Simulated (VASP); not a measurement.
# Sn (Fd-3m) in VASP: notebook

Runs on Sn. Level: PBE. Tasks: single point, relaxation of volume and atoms at fixed shape.

All numbers are computed with VASP 6.6.1; they aren't measurements. Logs are shortened: lines on timing, memory, paths and dates and some standing lists are left out, and cuts for length are marked.

## (1) The cell of the first run

Symmetry: Fd-3m, No. 227, cubic system. Conventional cell: a = 6.656 Å, b = 6.656 Å, c = 6.656 Å, α = 90.00°, β = 90.00°, γ = 90.00°. Within 3.8 Å of Sn (site symmetry -43m) lie 4 Sn at 2.88 Å.

## (2) Single point, PBE

Contents of INCAR:

```
PREC = Accurate
ENCUT = 520
EDIFF = 1E-6
ISMEAR = -1
SIGMA = 0.05
LREAL = False
LASPH = True
NELM = 80
ALGO = Normal
ISIF = 2
LWAVE = False
LCHARG = False
GGA = PE
NBANDS = 21
```

Contents of KPOINTS:

```
Automatic mesh
0
Gamma
  6 6 6
```

Contents of POSCAR:

```
Sn
1.0
    0.0000000000      3.3279905276      3.3279905276
    3.3279905276      0.0000000000      3.3279905276
    3.3279905276      3.3279905276      0.0000000000
Sn
2
Direct
    0.0000000000      0.0000000000      0.0000000000
    0.2500000000      0.2500000000      0.2500000000
```

Potentials or basis: VASP PAW PBE potentials, release 64 (Sn_d).

Launch:

```sh
> cat potpaw_PBE.64/Sn_d/POTCAR > POTCAR
> mpirun -np 1 vasp_std > vasp.out
```

OUTCAR:

```text
PREC = Accurate
   ENCUT = 520
   EDIFF = 1E-6
   ISMEAR = -1
   LREAL = False
   LASPH = True
   NELM = 80
   ISIF = 2
   GGA = PE

 ion  position               nearest neighbor table
   1  0.000  0.000  0.000-   2 2.88   2 2.88   2 2.88   2 2.88
   2  0.250  0.250  0.250-   1 2.88   1 2.88   1 2.88   1 2.88

  LATTYP: Found a face centered cubic cell.
 ALAT       =     6.6559810552

  Lattice vectors:

 A1 = (   0.0000000000,   3.3279905276,   3.3279905276)
 A2 = (   3.3279905276,   0.0000000000,   3.3279905276)
 A3 = (   3.3279905276,   3.3279905276,   0.0000000000)

Analysis of symmetry for initial positions (statically):
=====================================================================
 Subroutine PRICEL returns:
 Original cell was already a primitive cell.

 Routine SETGRP: Setting up the symmetry group for a
 face centered cubic supercell.

 Subroutine GETGRP returns: Found 48 space group operations
 (whereof 24 operations were pure point group operations)
 out of a pool of 48 trial point group operations.

The static configuration has the point symmetry T_d .
 The point group associated with its full space group is O_h .

Analysis of symmetry for dynamics (positions and initial velocities):
=====================================================================
 Subroutine PRICEL returns:
 Original cell was already a primitive cell.

 Routine SETGRP: Setting up the symmetry group for a
 face centered cubic supercell.

 Subroutine GETGRP returns: Found 48 space group operations
 (whereof 24 operations were pure point group operations)
 out of a pool of 48 trial point group operations.

The dynamic configuration has the point symmetry T_d .
 The point group associated with its full space group is O_h .

 Subroutine INISYM returns: Found 48 space group operations
 (whereof 24 operations are pure point group operations),
 and found     1 'primitive' translations

----------------------------------------------------------------------------------------

                                     Primitive cell

  volume of cell :      73.7185

  direct lattice vectors                    reciprocal lattice vectors
     0.000000000  3.327990528  3.327990528    -0.150240812  0.150240812  0.150240812
     3.327990528  0.000000000  3.327990528     0.150240812 -0.150240812  0.150240812
     3.327990528  3.327990528  0.000000000     0.150240812  0.150240812 -0.150240812

  length of vectors
     4.706489340  4.706489340  4.706489340     0.260224720  0.260224720  0.260224720

[... 62 lines left out ...]
   PREC   = accura    normal or accurate (medium, high low for compatibility)
   ISTART =      0    job   : 0-new  1-cont  2-samecut
   ICHARG =      2    charge: 1-file 2-atom 10-const
   ISPIN  =      1    spin polarized calculation?
   LNONCOLLINEAR =      F non collinear calculations
   LSORBIT =      F    spin-orbit coupling
   LASPH  =      T    aspherical Exc in radial PAW
   ENCUT  =  520.0 eV  38.22 Ry    6.18 a.u.   8.75  8.75  8.75*2*pi/ulx,y,z
   NELM   =     80;   NELMIN=  2; NELMDL= -5     # of ELM steps
   EDIFF  = 0.1E-05   stopping-criterion for ELM
   LREAL  =      F    real-space projection
   EDIFFG = 0.1E-04   stopping-criterion for IOM
   NSW    =      0    number of steps for IOM
   IBRION =     -1    ionic relax: 0-MD 1-quasi-New 2-CG
   NFREE  =      0    steps in history (QN), initial steepest desc. (CG)
   ISIF   =      2    stress and relaxation
   ISYM   =      2    0-nonsym 1-usesym 2-fastsym
   POTIM  = 0.5000    time-step for ionic-motion
   TEBEG  =    0.0;   TEEND  =   0.0 temperature during run
   PSTRESS=    0.0 pullay stress
   NELECT =      28.0000    total number of electrons
   NUPDOWN=      -1.0000    fix difference up-down
   EMIN   =  10.00;   EMAX   =-10.00  energy-range for DOS
   EFERMI =   0.00;   METHOD = LEGACY
   ISMEAR =    -1;   SIGMA  =   0.05  broadening in eV -4-tet -1-fermi 0-gaus
   EFERMI_NEDOS =   21; number of points for ismear=-14 and -15
   IALGO  =     38    algorithm
   IMIX   =      4    mixing-type and parameters
     AMIX     =   0.40;   BMIX     =  1.00
     AMIX_MAG =   1.60;   BMIX_MAG =  1.00
  volume/ion in A,a.u.               =      36.86       248.74
  Fermi-wavevector in a.u.,A,eV,Ry     =   1.185592  2.240445 19.124750  1.405629
  Thomas-Fermi vector in A             =   2.321783
   LORBIT       =      0    0 simple, 1 ext, 2 COOP (PROOUT), +10 PAW based schemes
   GGA     = PE    functional components
[... 5 lines left out ...]
 non-spin polarized calculation
  energy-cutoff  :      520.00
  volume of cell :       73.72
 maximum number of plane-waves:      2012
   NGX = 17   NGY = 17   NGZ = 17

 number of electron      28.0000008 magnetization

 Free energy of the ion-electron system (eV)
  ---------------------------------------------------
  ext. energy  EPLUGINS =         0.00000000
  ---------------------------------------------------
  free energy    TOTEN  =        -7.66158441 eV

  energy without entropy =       -7.65849981  energy(sigma->0) =       -7.66004211

 E-fermi :   4.7387     XC(G=0):  -8.5414

 val. band max:        4.7308740621   @ k =   0.5000   0.0000   0.0000
 cond. band min:       4.8965922201   @ k =   0.3333   0.0000   0.0000
 fundamental gap:      0.1657181580
 Fermi energy:         4.7386723642

 k-point     1 :       0.0000    0.0000    0.0000
  band No.  band energies     occupation
      1     -16.6721      2.00000
      2     -16.6721      2.00000
      3     -16.6721      2.00000
      4     -16.6225      2.00000
      5     -16.6225      2.00000
      6     -16.3703      2.00000
[... 373 lines left out ...]
     20      13.4808      0.00000
     21      14.7661      0.00000

------------------------ aborting loop because EDIFF is reached ----------------------------------------

  FORCE on cell =-STRESS in cart. coord.  units (eV):
  Direction    XX          YY          ZZ          XY          YZ          ZX
  --------------------------------------------------------------------------------------
  -------------------------------------------------------------------------------------
  Total       -0.0041017     -0.0041017     -0.0041017      0.0000000     -0.0000000      0.0000000
  in kB       -0.0891443     -0.0891443     -0.0891443      0.0000000     -0.0000000      0.0000000
  external PRESSURE =      -0.0891443 kB  Pullay stress =       0.0000000 kB

 VOLUME and BASIS-vectors are now :
 -----------------------------------------------------------------------------
  energy-cutoff  :      520.00
  volume of cell :       73.72
      direct lattice vectors                 reciprocal lattice vectors
     0.000000000  3.327990528  3.327990528    -0.150240812  0.150240812  0.150240812
     3.327990528  0.000000000  3.327990528     0.150240812 -0.150240812  0.150240812
     3.327990528  3.327990528  0.000000000     0.150240812  0.150240812 -0.150240812

 POSITION                                       TOTAL-FORCE (eV/Angst)
 -----------------------------------------------------------------------------------
      0.00000      0.00000      0.00000        -0.000000     -0.000000     -0.000000
      1.66400      1.66400      1.66400         0.000000      0.000000      0.000000
 -----------------------------------------------------------------------------------
    total drift:                                0.000000      0.000000      0.000000

  FREE ENERGIE OF THE ION-ELECTRON SYSTEM (eV)
  ---------------------------------------------------
  free  energy   TOTEN  =        -7.6615844140 eV

  energy  without entropy=       -7.6584998082  energy(sigma->0) =       -7.66004211
```

Wall time 12 s (1 thread of Intel Xeon Platinum 8488C (Sapphire Rapids), shared host); peak memory 0.2 GiB.

What came out:

```
Free energy            : -7.6616 eV
Pressure               : 0.0 GPa
Band gap on the k mesh : zero (band 14 reaches 4.96 eV, above the bottom of band 15 at 4.73 eV)
```

Caveat: spin-orbit coupling is left out, which moves the levels of the heavy elements.

## (3) Relaxation of volume and atoms at fixed shape, PBE

This run uses another cell than the first one, of 33.80 Å³/atom, 0.917 times its volume.

Contents of INCAR:

```
SYSTEM = Sn
PREC = Accurate
ENCUT = 600
EDIFF = 1E-6
ISMEAR = -1
SIGMA = 0.05
LREAL = .False.
LASPH = .True.
NELM = 100
ALGO = Normal
ISIF = 8
LWAVE = .False.
LCHARG = .False.
GGA = PE
IBRION = 2
NSW = 80
EDIFFG = -0.03
```

Contents of KPOINTS:

```
Automatic mesh
0
Gamma
  6 6 6
  0 0 0
```

Contents of POSCAR:

```
Sn
1.0
    0.0000000000      3.2333428000      3.2333428000
    3.2333428000      0.0000000000      3.2333428000
    3.2333428000      3.2333428000      0.0000000000
Sn
2
Direct
    0.0000000000      0.0000000000      0.0000000000
    0.2500000000      0.2500000000      0.2500000000
```

Potentials or basis: VASP PAW PBE potentials, release 64 (Sn_d).

Launch:

```sh
> cat potpaw_PBE.64/Sn_d/POTCAR > POTCAR
> mpirun -np 1 vasp_std > vasp.out
```

Wall time 40 s (1 thread of Intel Xeon Platinum 8488C (Sapphire Rapids), shared host); peak memory 0.25 GiB.

It converged, with:

```yaml
Free_energy: -7.6608 eV
Relaxed_volume: 36.85 Å³/atom
Relaxed_cell: a = 4.706 Å, b = 4.706 Å, c = 4.706 Å, α = 60.00°, β = 60.00°, γ = 60.00°
Space_group_after_relaxing_to_0.05_Å: Fd-3m (No. 227)
Energy_gained_by_relaxing: 33.8 meV/atom
Ionic_steps: 3
Pressure_after_relaxing: 0.0 GPa
Band_gap_on_the_k_mesh: zero (band 14 reaches 4.96 eV, above the bottom of band 15 at 4.73 eV)
```

The path:
| step | energy change (eV) | largest force (eV/Å) | pressure (GPa) | volume (Å³) |
| --- | --- | --- | --- | --- |
| 1 | 0.0000 | 0.0000 | 3.86 | 67.61 |
| 2 | -0.0609 | 0.0000 | -0.95 | 75.88 |
| 3 | -0.0675 | 0.0000 | -0.01 | 73.71 |

Final structure:
```yaml
crystal:
  lattice:
    - [0.00000, 3.32780, 3.32780]
    - [3.32780, 0.00000, 3.32780]
    - [3.32780, 3.32780, 0.00000]
  atoms:
    - { symbol: Sn, position: [0.00000, 0.00000, 0.00000] }
    - { symbol: Sn, position: [0.25000, 0.25000, 0.25000] }
```

Levels at points of the mesh, in eV from the Fermi level:
| k point | band 12 | band 13 | band 14 | band 15 | band 16 | band 17 |
| --- | --- | --- | --- | --- | --- | --- |
| (0.00, 0.00, 0.00) | -1.01 | 0.22 | 0.22 | 0.22 | 2.28 | 2.28 |
| (0.50, 0.00, 0.00) | -5.90 | -0.87 | -0.87 | -0.01 | 3.33 | 3.33 |
| (0.50, 0.50, 0.00) | -7.13 | -2.09 | -2.09 | 1.04 | 1.04 | 7.39 |

Caveat: spin-orbit coupling is left out, which moves the levels of the heavy elements.
